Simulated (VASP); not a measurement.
A run of VASP 6.6.1 is set up as follows.

The input INCAR:

```
PREC = Accurate ; ENCUT = 520
EDIFF = 1E-6 ; ISMEAR = 0
SIGMA = 0.1 ; LREAL = Auto
LASPH = True ; NELM = 100
ALGO = Normal ; ISIF = 2
LWAVE = False ; LCHARG = False
GGA = PE ; NBANDS = 55
```

The input KPOINTS:

```
Automatic mesh
0
Gamma
  4 4 4
```

Contents of POSCAR:

```
RbScPtC6N6
1.0
    0.0000000000      5.4707171294      5.4707171294
    5.4707171294      0.0000000000      5.4707171294
    5.4707171294      5.4707171294      0.0000000000
Rb Sc Pt C N
1 1 1 6 6
Direct
    0.7500000000      0.7500000000      0.7500000000
    0.5000000000      0.5000000000      0.5000000000
    0.0000000000      0.0000000000      0.0000000000
    0.8103950809      0.1896049191      0.1896049191
    0.1896049191      0.1896049191      0.8103950809
    0.8103950809      0.1896049191      0.8103950809
    0.1896049191      0.8103950809      0.8103950809
    0.8103950809      0.8103950809      0.1896049191
    0.1896049191      0.8103950809      0.1896049191
    0.7031027621      0.2968972379      0.2968972379
    0.2968972379      0.2968972379      0.7031027621
    0.7031027621      0.2968972379      0.7031027621
    0.2968972379      0.7031027621      0.7031027621
    0.7031027621      0.7031027621      0.2968972379
    0.2968972379      0.7031027621      0.2968972379
```

Potentials or basis: VASP PAW PBE potentials, release 64 (Rb_sv, Sc_sv, Pt, C, N).

The run is started by

```sh
$ cat potpaw_PBE.64/Rb_sv/POTCAR potpaw_PBE.64/Sc_sv/POTCAR potpaw_PBE.64/Pt/POTCAR potpaw_PBE.64/C/POTCAR potpaw_PBE.64/N/POTCAR > POTCAR
$ mpirun -np 1 vasp_std > vasp.out
```

**Question.** What does it give for the pressure?

**Answer.** 0.4 GPa.

**Question.** What does it give for the band gap on the k mesh?

**Answer.** Zero (bands 42 and 43 overlap by 0.03 eV).

**Question.** Estimate the largest force.

**Answer.** 0.348 eV/Å.

Forces in eV/Å, atoms in the order of the input:
```
Rb   0.000  0.000  0.000
Sc   0.000  0.000  0.000
Pt   0.000  0.000  0.000
C   -0.348  0.000  0.000
C    0.000  0.000 -0.348
C    0.000  0.348  0.000
C    0.348  0.000  0.000
C    0.000  0.000  0.348
C    0.000 -0.348  0.000
N    0.343  0.000  0.000
N    0.000  0.000  0.343
N    0.000 -0.343  0.000
N   -0.343  0.000  0.000
N    0.000  0.000 -0.343
N    0.000  0.343  0.000
```

Caveat: spin-orbit coupling is left out, which moves the levels of the heavy elements.
